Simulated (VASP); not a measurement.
# KCl (Pm-3m) in VASP: notebook

Runs on KCl. Level: r2SCAN. Tasks: single point.

Everything below comes from runs of VASP 6.6.1. Logs are shortened: lines on timing, memory, paths and dates and some standing lists are left out, and cuts for length are marked.

**1. The cell of the first run**

It takes space group Pm-3m (No. 221, cubic). The conventional cell has a = 3.839 Å, b = 3.839 Å, c = 3.839 Å, α = 90.00°, β = 90.00°, γ = 90.00°. K (site symmetry m-3m) has 8 Cl at 3.32 Å and 6 K at 3.84 Å within 4.4 Å. Cl (site symmetry m-3m) has 8 K at 3.32 Å and 6 Cl at 3.84 Å within 4.4 Å.

**2. Single point, r2SCAN**

File POSCAR:

```
KCl
1.0
    3.8391960000      0.0000000000      0.0000000000
    0.0000000000      3.8391960000      0.0000000000
    0.0000000000      0.0000000000      3.8391960000
K Cl
1 1
Direct
    0.0000000000      0.0000000000      0.0000000000
    0.5000000000      0.5000000000      0.5000000000
```

File INCAR.step1:

```
PREC     = Accurate       # precision mode
ENCUT    = 520            # plane-wave cutoff, eV
ISMEAR   = 0              # smearing method
SIGMA    = 0.01           # smearing width, eV
LREAL    = F              # projectors in reciprocal space
LASPH    = T              # aspherical terms in the spheres
NELM     = 60             # most SCF steps
NBANDS   = 15             # bands
GGA      = PE             # functional
ALGO     = Normal         # electronic algorithm
EDIFF    = 1E-4           # SCF threshold, eV
LWAVE    = T              # write WAVECAR
LCHARG   = F              # write CHGCAR
```

File INCAR.step2:

```
PREC     = Accurate       # precision mode
ENCUT    = 520            # plane-wave cutoff, eV
EDIFF    = 1E-6           # SCF threshold, eV
ISMEAR   = 0              # smearing method
SIGMA    = 0.01           # smearing width, eV
LREAL    = F              # projectors in reciprocal space
LASPH    = T              # aspherical terms in the spheres
NELM     = 60             # most SCF steps
ALGO     = Normal         # electronic algorithm
ISIF     = 2              # what is computed and relaxed
LWAVE    = F              # write WAVECAR
LCHARG   = T              # write CHGCAR
METAGGA  = R2SCAN         # meta-GGA
LMIXTAU  = T            
LELF     = T              # ELF
LVHAR    = T            
NBANDS   = 15             # bands
ISTART   = 1
```

File KPOINTS:

```
Automatic mesh
0
Gamma
  5 5 5
```

Potentials or basis: VASP PAW PBE potentials, release 64 (K_sv, Cl).

Started as:

```bash
cat potpaw_PBE.64/K_sv/POTCAR potpaw_PBE.64/Cl/POTCAR > POTCAR
cp INCAR.step1 INCAR
mpirun -np 1 vasp_std > vasp.out
cp INCAR.step2 INCAR
mpirun -np 1 vasp_std > vasp.out
```

OUTCAR:

```text
PREC = Accurate
   ENCUT = 520
   EDIFF = 1E-6
   ISMEAR = 0
   LREAL = F
   LASPH = T
   NELM = 60
   ISIF = 2
   METAGGA = R2SCAN
   ISTART = 1

 ion  position               nearest neighbor table
   1  0.000  0.000  0.000-
   2  0.500  0.500  0.500-

  LATTYP: Found a simple cubic cell.
 ALAT       =     3.8391960000

  Lattice vectors:

 A1 = (   3.8391960000,   0.0000000000,   0.0000000000)
 A2 = (   0.0000000000,   3.8391960000,   0.0000000000)
 A3 = (   0.0000000000,   0.0000000000,   3.8391960000)

Analysis of symmetry for initial positions (statically):
=====================================================================
 Subroutine PRICEL returns:
 Original cell was already a primitive cell.

 Routine SETGRP: Setting up the symmetry group for a
 simple cubic supercell.

 Subroutine GETGRP returns: Found 48 space group operations
[... 9 lines left out ...]

 Routine SETGRP: Setting up the symmetry group for a
 simple cubic supercell.

 Subroutine GETGRP returns: Found 48 space group operations
[... 11 lines left out ...]
                                     Primitive cell

  volume of cell :      56.5875

  direct lattice vectors                    reciprocal lattice vectors
     3.839196000  0.000000000  0.000000000     0.260471203  0.000000000  0.000000000
     0.000000000  3.839196000  0.000000000     0.000000000  0.260471203  0.000000000
     0.000000000  0.000000000  3.839196000     0.000000000  0.000000000  0.260471203

  length of vectors
     3.839196000  3.839196000  3.839196000     0.260471203  0.260471203  0.260471203

  position of ions in fractional coordinates (direct lattice)
     0.000000000  0.000000000  0.000000000
     0.500000000  0.500000000  0.500000000

  ion indices of the primitive-cell ions
   primitive index   ion index
                 1           1
                 2           2

----------------------------------------------------------------------------------------

 KPOINTS: Automatic mesh

Automatic generation of k-mesh.
 Grid dimensions read from file:
 generate k-points for:    5    5    5

 Generating k-lattice:

  Cartesian coordinates                     Fractional coordinates (reciprocal lattice)
     0.052094241  0.000000000  0.000000000     0.200000000  0.000000000  0.000000000
     0.000000000  0.052094241  0.000000000     0.000000000  0.200000000  0.000000000
     0.000000000  0.000000000  0.052094241     0.000000000  0.000000000  0.200000000

  Length of vectors
     0.052094241  0.052094241  0.052094241

  Shift w.r.t. Gamma in fractional coordinates (k-lattice)
     0.000000000  0.000000000  0.000000000

 Subroutine IBZKPT returns following result:
 ===========================================

 Found     10 irreducible k-points:

 Following reciprocal coordinates:
            Coordinates               Weight
  0.000000  0.000000  0.000000      1.000000
  0.200000  0.000000  0.000000      6.000000
  0.400000  0.000000  0.000000      6.000000
  0.200000  0.200000  0.000000     12.000000
  0.400000  0.200000  0.000000     24.000000
  0.400000  0.400000  0.000000     12.000000
  0.200000  0.200000  0.200000      8.000000
  0.400000  0.200000  0.200000     24.000000
  0.400000  0.400000  0.200000     24.000000
  0.400000  0.400000  0.400000      8.000000
   k-points           NKPTS =     10   k-points in BZ     NKDIM =     10   number of bands    NBANDS=     15
   number of dos      NEDOS =    301   number of ions     NIONS =      2
   total plane-waves  NPLWV =  27000
   dimension x,y,z NGX =    30 NGY =   30 NGZ =   30
   dimension x,y,z NGXF=    60 NGYF=   60 NGZF=   60
   ions per type =               1   1
   NGX,Y,Z   is equivalent  to a cutoff of  12.99, 12.99, 12.99 a.u.
   NGXF,Y,Z  is equivalent  to a cutoff of  25.98, 25.98, 25.98 a.u.
 SYSTEM =  unknown system
   PREC   = accura    normal or accurate (medium, high low for compatibility)
   ISTART =      1    job   : 0-new  1-cont  2-samecut
   ICHARG =      0    charge: 1-file 2-atom 10-const
   ISPIN  =      1    spin polarized calculation?
   LNONCOLLINEAR =      F non collinear calculations
   LSORBIT =      F    spin-orbit coupling
   LASPH  =      T    aspherical Exc in radial PAW
   ENCUT  =  520.0 eV  38.22 Ry    6.18 a.u.   7.14  7.14  7.14*2*pi/ulx,y,z
   NELM   =     60;   NELMIN=  2; NELMDL=  0     # of ELM steps
   EDIFF  = 0.1E-05   stopping-criterion for ELM
   LREAL  =      F    real-space projection
   EDIFFG = 0.1E-04   stopping-criterion for IOM
   NSW    =      0    number of steps for IOM
   IBRION =     -1    ionic relax: 0-MD 1-quasi-New 2-CG
   NFREE  =      0    steps in history (QN), initial steepest desc. (CG)
   ISIF   =      2    stress and relaxation
   ISYM   =      2    0-nonsym 1-usesym 2-fastsym
   POTIM  = 0.5000    time-step for ionic-motion
   TEBEG  =    0.0;   TEEND  =   0.0 temperature during run
   PSTRESS=    0.0 pullay stress
   NELECT =      16.0000    total number of electrons
   NUPDOWN=      -1.0000    fix difference up-down
   EMIN   =  10.00;   EMAX   =-10.00  energy-range for DOS
   EFERMI =   0.00;   METHOD = LEGACY
   ISMEAR =     0;   SIGMA  =   0.01  broadening in eV -4-tet -1-fermi 0-gaus
   EFERMI_NEDOS =   21; number of points for ismear=-14 and -15
   IALGO  =     38    algorithm
   IMIX   =      4    mixing-type and parameters
     AMIX     =   0.40;   BMIX     =  1.00
     AMIX_MAG =   1.60;   BMIX_MAG =  1.00
  volume/ion in A,a.u.               =      28.29       190.94
  Fermi-wavevector in a.u.,A,eV,Ry     =   1.074504  2.030517 15.708715  1.154558
  Thomas-Fermi vector in A             =   2.210334
   LORBIT       =      0    0 simple, 1 ext, 2 COOP (PROOUT), +10 PAW based schemes
   METAGGA = R2SCAN    functional components
   LHFCALC =     F    Hartree Fock is set to
   AEXX    =    0.0000 exact exchange contribution
   IVDW    =     0    specifies the selected vdW correction
   LEPSILON=     F    determine dielectric tensor
   LRPA    =     F    only Hartree local field effects (RPA)
 non-spin polarized calculation
 Gauss-broadening in eV      SIGMA  =   0.01
  energy-cutoff  :      520.00
  volume of cell :       56.59
 maximum number of plane-waves:      1532
 NGX is ok and might be reduce to    30
   NGX = 15   NGY = 15   NGZ = 15

 number of electron      16.0000007 magnetization

 Free energy of the ion-electron system (eV)
  ---------------------------------------------------
  ext. energy  EPLUGINS =         0.00000000
  ---------------------------------------------------
  free energy    TOTEN  =       -16.39739963 eV

  energy without entropy =      -16.39739963  energy(sigma->0) =      -16.39739963

 E-fermi :  -1.1833     XC(G=0):  -8.4798

 val. band max:       -1.2700645375   @ k =   0.4000   0.4000   0.0000
 cond. band min:       4.3263239211   @ k =   0.0000   0.0000   0.0000
 fundamental gap:      5.5963884586
 Fermi energy:        -1.1832752293

 k-point     1 :       0.0000    0.0000    0.0000
  band No.  band energies     occupation
      1     -30.4065      2.00000
      2     -14.3591      2.00000
      3     -13.0252      2.00000
      4     -13.0252      2.00000
      5     -13.0252      2.00000
      6      -1.4362      2.00000
      7      -1.4362      2.00000
      8      -1.4362      2.00000
      9       4.3263      0.00000
     10       5.9147      0.00000
     11       5.9147      0.00000
     12      10.2350      0.00000
     13      10.2350      0.00000
     14      10.2350      0.00000
     15      13.1777      0.00000

 k-point     2 :       0.2000    0.0000    0.0000
  band No.  band energies     occupation
      1     -30.4002      2.00000
      2     -14.4051      2.00000
      3     -13.0150      2.00000
      4     -13.0150      2.00000
      5     -12.9879      2.00000
      6      -2.0612      2.00000
      7      -1.4367      2.00000
      8      -1.4367      2.00000
      9       5.1631      0.00000
     10       6.2438      0.00000
     11       6.6809      0.00000
     12      10.1052      0.00000
     13      10.1052      0.00000
     14      10.4232      0.00000
     15      11.8586      0.00000

 k-point     3 :       0.4000    0.0000    0.0000
  band No.  band energies     occupation
      1     -30.3899      2.00000
      2     -14.4842      2.00000
      3     -12.9983      2.00000
      4     -12.9983      2.00000
      5     -12.9163      2.00000
      6      -2.8641      2.00000
      7      -1.4385      2.00000
      8      -1.4385      2.00000
      9       6.7538      0.00000
     10       7.0613      0.00000
     11       7.7657      0.00000
     12       9.9713      0.00000
     13      10.0679      0.00000
     14      10.0679      0.00000
     15      10.7917      0.00000

 k-point     4 :       0.2000    0.2000    0.0000
  band No.  band energies     occupation
      1     -30.3940      2.00000
      2     -14.3902      2.00000
      3     -13.1004      2.00000
      4     -13.0056      2.00000
      5     -12.9369      2.00000
      6      -2.1027      2.00000
      7      -1.8505      2.00000
      8      -1.4134      2.00000
      9       5.7690      0.00000
     10       6.6198      0.00000
     11       7.2095      0.00000
     12       9.5037      0.00000
     13       9.7330      0.00000
     14      10.6080      0.00000
     15      12.0465      0.00000
[... 55 lines left out ...]
 k-point     8 :       0.4000    0.2000    0.2000
  band No.  band energies     occupation
      1     -30.3781      2.00000
      2     -14.2902      2.00000
      3     -13.1114      2.00000
      4     -13.0669      2.00000
      5     -13.0074      2.00000
      6      -2.5927      2.00000
      7      -1.8645      2.00000
      8      -1.7635      2.00000
      9       7.1337      0.00000
     10       7.4469      0.00000
     11       7.8402      0.00000
     12       9.0452      0.00000
     13       9.1789      0.00000
     14       9.5121      0.00000
     15      12.4077      0.00000

 k-point     9 :       0.4000    0.4000    0.2000
  band No.  band energies     occupation
      1     -30.3687      2.00000
      2     -14.1173      2.00000
      3     -13.2038      2.00000
      4     -13.1473      2.00000
      5     -13.0538      2.00000
      6      -2.4401      2.00000
      7      -2.3984      2.00000
      8      -1.7613      2.00000
      9       6.5347      0.00000
     10       7.7800      0.00000
     11       8.3473      0.00000
     12       8.4361      0.00000
     13       9.8126      0.00000
     14       9.8568      0.00000
     15      12.1879      0.00000

 k-point    10 :       0.4000    0.4000    0.4000
  band No.  band energies     occupation
      1     -30.3595      2.00000
      2     -14.0013      2.00000
      3     -13.1763      2.00000
      4     -13.1763      2.00000
      5     -13.1690      2.00000
      6      -2.4510      2.00000
      7      -2.4510      2.00000
      8      -2.3987      2.00000
      9       7.6820      0.00000
     10       8.1064      0.00000
     11       8.1064      0.00000
     12       9.2116      0.00000
     13       9.4979      0.00000
     14       9.4979      0.00000
     15      12.0725      0.00000

------------------------ aborting loop because EDIFF is reached ----------------------------------------

  FORCE on cell =-STRESS in cart. coord.  units (eV):
  Direction    XX          YY          ZZ          XY          YZ          ZX
  --------------------------------------------------------------------------------------
  -------------------------------------------------------------------------------------
  Total       -0.3952608     -0.3952608     -0.3952608     -0.0000000     -0.0000000     -0.0000000
  in kB      -11.1911193    -11.1911193    -11.1911193     -0.0000000     -0.0000000     -0.0000000
  external PRESSURE =     -11.1911193 kB  Pullay stress =       0.0000000 kB

 VOLUME and BASIS-vectors are now :
 -----------------------------------------------------------------------------
  energy-cutoff  :      520.00
  volume of cell :       56.59
      direct lattice vectors                 reciprocal lattice vectors
     3.839196000  0.000000000  0.000000000     0.260471203  0.000000000  0.000000000
     0.000000000  3.839196000  0.000000000     0.000000000  0.260471203  0.000000000
     0.000000000  0.000000000  3.839196000     0.000000000  0.000000000  0.260471203

 POSITION                                       TOTAL-FORCE (eV/Angst)
 -----------------------------------------------------------------------------------
      0.00000      0.00000      0.00000         0.000000      0.000000      0.000000
      1.91960      1.91960      1.91960         0.000000      0.000000      0.000000
 -----------------------------------------------------------------------------------
    total drift:                                0.000000      0.000000     -0.000000

  FREE ENERGIE OF THE ION-ELECTRON SYSTEM (eV)
  ---------------------------------------------------
  free  energy   TOTEN  =       -16.3973996298 eV

  energy  without entropy=      -16.3973996298  energy(sigma->0) =      -16.39739963
```

It took 31 s on 1 thread of AMD EPYC 7R13 (Zen 3), shared host; peak memory 0.14 GiB.

Results:

```yaml
Free_energy: -16.3974 eV
Pressure: -1.1 GPa
Band_gap_on_the_k_mesh: 5.60 eV, indirect (least direct gap 5.76 eV)
```

Levels at points of the mesh, in eV from the valence-band top:
```csv
k point,band 4,band 5,band 6,band 7,band 8,band 9,band 10,band 11,band 12,band 13
"(0.00, 0.00, 0.00)",-11.76,-11.76,-0.17,-0.17,-0.17,5.60,7.18,7.18,11.51,11.51
```

Caveat: the PAW data sets were made with another functional, which shifts forces and pressure a little. A k mesh can miss the band edges.

**3. Single point, r2SCAN**

POSCAR is that of step 2.

File INCAR.step1:

```
SYSTEM = KCl
PREC = Accurate ; ENCUT = 520
ISMEAR = 0 ; SIGMA = 0.01
LREAL = .FALSE. ; LASPH = .TRUE.
NELM = 60 ; NBANDS = 15
GGA = PE ; ALGO = Normal
EDIFF = 1E-4 ; LWAVE = .TRUE.
LCHARG = .FALSE.
```

File INCAR.step2:

```
SYSTEM = KCl
PREC = Accurate ; ENCUT = 520
EDIFF = 1E-6 ; ISMEAR = 0
SIGMA = 0.01 ; LREAL = .FALSE.
LASPH = .TRUE. ; NELM = 60
ALGO = Normal ; ISIF = 2
LWAVE = .FALSE. ; LCHARG = .FALSE.
METAGGA = R2SCAN ; LMIXTAU = .TRUE.
NBANDS = 15 ; ISTART = 1
```

File KPOINTS:

```
Automatic mesh
0
G
  5 5 5
  0 0 0
```

Potentials or basis: VASP PAW PBE potentials, release 64 (K_sv, Cl).

Started as:

```bash
cat potpaw_PBE.64/K_sv/POTCAR potpaw_PBE.64/Cl/POTCAR > POTCAR
cp INCAR.step1 INCAR
mpirun -np 1 vasp_std > vasp.out
cp INCAR.step2 INCAR
mpirun -np 1 vasp_std > vasp.out
```

Run time: 31 s. Hardware: 1 thread of AMD EPYC 7R13 (Zen 3), shared host; peak memory 0.14 GiB.

It converged, with:

* Free energy: -16.3974 eV
* Pressure: -1.1 GPa
* Band gap on the k mesh: 5.60 eV, indirect (least direct gap 5.76 eV)

Levels at points of the mesh, in eV from the valence-band top:
```tsv
k point	band 6	band 7	band 8	band 9	band 10	band 11
(0.00, 0.00, 0.00)	-0.17	-0.17	-0.17	5.60	7.18	7.18
```

Caveat: the PAW data sets were made with another functional, which shifts forces and pressure a little. r2SCAN opens gaps a little over a GGA but as a rule still falls short of measured ones.
